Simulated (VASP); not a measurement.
# Pt (Fm-3m) in VASP: single point with r2SCAN+rVV10

Aim: the single point of Pt with r2SCAN+rVV10.

Program: VASP 6.6.1. These are calculated values, not measurements. Logs are shortened: lines on timing, memory, paths and dates and some standing lists are left out, and cuts for length are marked.

**1. The cell of the first run**

The structure is cubic, space group Fm-3m (No. 225). The conventional cell has a = 3.925 Å, b = 3.925 Å, c = 3.925 Å, α = 90.00°, β = 90.00°, γ = 90.00°. Pt (site symmetry m-3m) has 12 Pt at 2.78 Å within 3.7 Å.

**2. Single point, r2SCAN+rVV10**

Contents of POSCAR:

```
Pt
1.0
    0.0000000000      1.9623920488      1.9623920488
    1.9623920488      0.0000000000      1.9623920488
    1.9623920488      1.9623920488      0.0000000000
Pt
1
Direct
    0.0000000000      0.0000000000      0.0000000000
```

Contents of INCAR.step1:

```
SYSTEM = Pt
PREC = Accurate
ENCUT = 550
ISMEAR = 0
SIGMA = 0.1
LREAL = .FALSE.
LASPH = .TRUE.
NELM = 120
NBANDS = 11
GGA = PE
ALGO = Normal
EDIFF = 1E-5
LWAVE = .TRUE.
LCHARG = .FALSE.
GGA_COMPAT = .FALSE.
```

Contents of INCAR.step2:

```
SYSTEM = Pt
PREC = Accurate
ENCUT = 550
EDIFF = 1E-6
ISMEAR = 0
SIGMA = 0.1
LREAL = .FALSE.
LASPH = .TRUE.
NELM = 120
ALGO = Normal
ISIF = 2
LWAVE = .FALSE.
LCHARG = .FALSE.
METAGGA = R2SCAN
LMIXTAU = .TRUE.
LUSE_VDW = .TRUE.
IVDW_NL = 2
BPARAM = 11.95
CPARAM = 0.0093
NBANDS = 11
ISTART = 1
GGA_COMPAT = .FALSE.
```

Contents of KPOINTS:

```
regular mesh
0
G
  18 18 18
  0 0 0
```

Potentials or basis: VASP PAW PBE potentials, release 64 (Pt).

The run is started by

```
$ cat potpaw_PBE.64/Pt/POTCAR > POTCAR
$ cp INCAR.step1 INCAR
$ mpirun -np 1 vasp_std > vasp.out
$ cp INCAR.step2 INCAR
$ mpirun -np 1 vasp_std > vasp.out
```

OUTCAR:

```text
SYSTEM = Pt
   PREC = Accurate
   ENCUT = 550
   EDIFF = 1E-6
   ISMEAR = 0
   LREAL = .FALSE.
   LASPH = .TRUE.
   NELM = 120
   ISIF = 2
   METAGGA = R2SCAN
   IVDW_NL = 2
   BPARAM = 11.95
   ISTART = 1

 ion  position               nearest neighbor table
   1  0.000  0.000  0.000-

  LATTYP: Found a face centered cubic cell.
 ALAT       =     3.9247840976

  Lattice vectors:

 A1 = (   0.0000000000,   1.9623920488,   1.9623920488)
 A2 = (   1.9623920488,   0.0000000000,   1.9623920488)
 A3 = (   1.9623920488,   1.9623920488,   0.0000000000)

Analysis of symmetry for initial positions (statically):
=====================================================================
 Subroutine PRICEL returns:
 Original cell was already a primitive cell.

 Routine SETGRP: Setting up the symmetry group for a
 face centered cubic supercell.

 Subroutine GETGRP returns: Found 48 space group operations
 (whereof 48 operations were pure point group operations)
 out of a pool of 48 trial point group operations.

The static configuration has the point symmetry O_h .

Analysis of symmetry for dynamics (positions and initial velocities):
=====================================================================
 Subroutine PRICEL returns:
 Original cell was already a primitive cell.

 Routine SETGRP: Setting up the symmetry group for a
 face centered cubic supercell.

 Subroutine GETGRP returns: Found 48 space group operations
 (whereof 48 operations were pure point group operations)
 out of a pool of 48 trial point group operations.

The dynamic configuration has the point symmetry O_h .

 Subroutine INISYM returns: Found 48 space group operations
 (whereof 48 operations are pure point group operations),
 and found     1 'primitive' translations

----------------------------------------------------------------------------------------

                                     Primitive cell

  volume of cell :      15.1143

  direct lattice vectors                    reciprocal lattice vectors
     0.000000000  1.962392049  1.962392049    -0.254791085  0.254791085  0.254791085
     1.962392049  0.000000000  1.962392049     0.254791085 -0.254791085  0.254791085
     1.962392049  1.962392049  0.000000000     0.254791085  0.254791085 -0.254791085

  length of vectors
     2.775241450  2.775241450  2.775241450     0.441311105  0.441311105  0.441311105

  position of ions in fractional coordinates (direct lattice)
     0.000000000  0.000000000  0.000000000

[... 77 lines left out ...]
   EDIFFG = 0.1E-04   stopping-criterion for IOM
   NSW    =      0    number of steps for IOM
   IBRION =     -1    ionic relax: 0-MD 1-quasi-New 2-CG
   NFREE  =      0    steps in history (QN), initial steepest desc. (CG)
   ISIF   =      2    stress and relaxation
   ISYM   =      2    0-nonsym 1-usesym 2-fastsym
   POTIM  = 0.5000    time-step for ionic-motion
   TEBEG  =    0.0;   TEEND  =   0.0 temperature during run
   PSTRESS=    0.0 pullay stress
   NELECT =      10.0000    total number of electrons
   NUPDOWN=      -1.0000    fix difference up-down
   EMIN   =  10.00;   EMAX   =-10.00  energy-range for DOS
   EFERMI =   0.00;   METHOD = LEGACY
   ISMEAR =     0;   SIGMA  =   0.10  broadening in eV -4-tet -1-fermi 0-gaus
   EFERMI_NEDOS =   21; number of points for ismear=-14 and -15
   IALGO  =     38    algorithm
   IMIX   =      4    mixing-type and parameters
     AMIX     =   0.40;   BMIX     =  1.00
     AMIX_MAG =   1.60;   BMIX_MAG =  1.00
  volume/ion in A,a.u.               =      15.11       102.00
  Fermi-wavevector in a.u.,A,eV,Ry     =   1.426524  2.695739 27.687454  2.034970
  Thomas-Fermi vector in A             =   2.546792
   LORBIT       =      0    0 simple, 1 ext, 2 COOP (PROOUT), +10 PAW based schemes
   METAGGA = R2SCAN    functional components
   LHFCALC =     F    Hartree Fock is set to
   AEXX    =    0.0000 exact exchange contribution
   IVDW_NL    =     2    kernel type
   BPARAM     =11.9500
   IVDW    =     0    specifies the selected vdW correction
   LEPSILON=     F    determine dielectric tensor
   LRPA    =     F    only Hartree local field effects (RPA)
 non-spin polarized calculation
 Gauss-broadening in eV      SIGMA  =   0.10
  energy-cutoff  :      550.00
  volume of cell :       15.11
 maximum number of plane-waves:       459
 NGX is ok and might be reduce to    24
   NGX = 11   NGY = 11   NGZ = 11

 number of electron      10.0000000 magnetization

 Free energy of the ion-electron system (eV)
  ---------------------------------------------------
  ext. energy  EPLUGINS =         0.00000000
  ---------------------------------------------------
  free energy    TOTEN  =       -51.34818222 eV

  energy without entropy =      -51.33800909  energy(sigma->0) =      -51.34309566

 E-fermi :  10.9723     XC(G=0): -14.6454

 val. band max:       10.9541329800   @ k =  -0.4444   0.2778   0.0000
 cond. band min:      10.9723633272   @ k =   0.4444   0.1111   0.0000
 fundamental gap:      0.0182303472
 Fermi energy:        10.9722669587

 k-point     1 :       0.0000    0.0000    0.0000
  band No.  band energies     occupation
      1       0.4727      2.00000
      2       7.0634      2.00000
      3       7.0634      2.00000
      4       7.0634      2.00000
      5       9.2250      2.00000
      6       9.2250      2.00000
      7      26.4346      0.00000
      8      31.5910      0.00000
      9      31.5910      0.00000
     10      31.5910      0.00000
     11      37.4448      0.00000
[... 309 lines left out ...]
 k-point    24 :      -0.2222    0.0556    0.0000
  band No.  band energies     occupation
      1       2.5879      2.00000
      2       6.5688      2.00000
      3       7.4555      2.00000
      4       7.5237      2.00000
      5       9.0502      2.00000
      6       9.7545      2.00000
      7      25.4176      0.00000
      8      28.3828      0.00000
      9      33.0118      0.00000
     10      34.5955      0.00000
     11      35.8141      0.00000

 [... further k-points ...]
[... 5 lines left out ...]
  --------------------------------------------------------------------------------------
  -------------------------------------------------------------------------------------
  Total        0.2008192      0.2008192      0.2008192     -0.0000000      0.0000000      0.0000000
  in kB       21.2876848     21.2876848     21.2876848     -0.0000000      0.0000000      0.0000000
  external PRESSURE =      21.2876848 kB  Pullay stress =       0.0000000 kB

 VOLUME and BASIS-vectors are now :
 -----------------------------------------------------------------------------
  energy-cutoff  :      550.00
  volume of cell :       15.11
      direct lattice vectors                 reciprocal lattice vectors
     0.000000000  1.962392049  1.962392049    -0.254791085  0.254791085  0.254791085
     1.962392049  0.000000000  1.962392049     0.254791085 -0.254791085  0.254791085
     1.962392049  1.962392049  0.000000000     0.254791085  0.254791085 -0.254791085

 POSITION                                       TOTAL-FORCE (eV/Angst)
 -----------------------------------------------------------------------------------
      0.00000      0.00000      0.00000         0.000000      0.000000      0.000000
 -----------------------------------------------------------------------------------
    total drift:                               -0.000000     -0.000000     -0.000000

  FREE ENERGIE OF THE ION-ELECTRON SYSTEM (eV)
  ---------------------------------------------------
  free  energy   TOTEN  =       -51.3481822235 eV

  energy  without entropy=      -51.3380090922  energy(sigma->0) =      -51.34309566
```

OUTCAR.step1:

```text
SYSTEM = Pt
   PREC = Accurate
   ENCUT = 550
   ISMEAR = 0
   LREAL = .FALSE.
   LASPH = .TRUE.
   NELM = 120
[... 553 lines left out ...]
 -----------------------------------------------------------------------------------
      0.00000      0.00000      0.00000         0.000000      0.000000      0.000000
 -----------------------------------------------------------------------------------
    total drift:                               -0.000000      0.000000     -0.000000

  FREE ENERGIE OF THE ION-ELECTRON SYSTEM (eV)
  ---------------------------------------------------
  free  energy   TOTEN  =        -6.0863945020 eV

  energy  without entropy=       -6.0756918762  energy(sigma->0) =       -6.08104319
```

OSZICAR.step1:

```text
N       E                     dE             d eps       ncg     rms          rms(c)
DAV:   1     0.427906596048E+02    0.42791E+02   -0.55838E+03  4338   0.889E+02
DAV:   2    -0.578783936348E+01   -0.48578E+02   -0.46395E+02  4863   0.182E+02
DAV:   3    -0.646240962955E+01   -0.67457E+00   -0.66825E+00  5018   0.205E+01
DAV:   4    -0.646508938242E+01   -0.26798E-02   -0.26795E-02  4967   0.152E+00
DAV:   5    -0.646511040951E+01   -0.21027E-04   -0.21026E-04  5028   0.125E-01    0.128E+01
DAV:   6    -0.612886862505E+01    0.33624E+00   -0.75735E-01  4650   0.695E+00    0.680E+00
DAV:   7    -0.608994479581E+01    0.38924E-01   -0.14506E-01  4902   0.296E+00    0.252E+00
DAV:   8    -0.608663665647E+01    0.33081E-02   -0.69657E-03  4689   0.720E-01    0.592E-01
DAV:   9    -0.608639132005E+01    0.24534E-03   -0.24913E-04  4785   0.137E-01    0.454E-02
DAV:  10    -0.608639450197E+01   -0.31819E-05   -0.50681E-06  3020   0.177E-02
   1 F= -.60863945E+01 E0= -.60810432E+01  d E =-.107026E-01
```

Run time: 2.5 min. Hardware: 1 thread of Intel Xeon 8259CL, shared host; peak memory 0.24 GiB.

Results:

```
Free energy            : -51.3482 eV
Pressure               : 2.1 GPa
Band gap on the k mesh : zero (band 5 reaches 11.50 eV, above the bottom of band 6 at 9.13 eV)
```

Levels at points of the mesh, in eV from the Fermi level:
```csv
k point,band 1,band 2,band 3,band 4,band 5,band 6,band 7,band 8,band 9,band 10
"(0.00, 0.00, 0.00)",-10.50,-3.91,-3.91,-3.91,-1.75,-1.75,15.46,20.62,20.62,20.62
"(0.50, 0.00, 0.00)",-7.57,-4.01,-4.01,-0.33,0.02,0.02,6.13,15.10,19.92,19.92
"(0.50, 0.50, 0.00)",-7.29,-6.85,-0.06,0.52,0.52,1.92,9.31,11.99,11.99,21.23
```

Caveat: the PAW data sets were made with another functional, which shifts forces and pressure a little; spin-orbit coupling is left out, which moves the levels of the heavy elements.
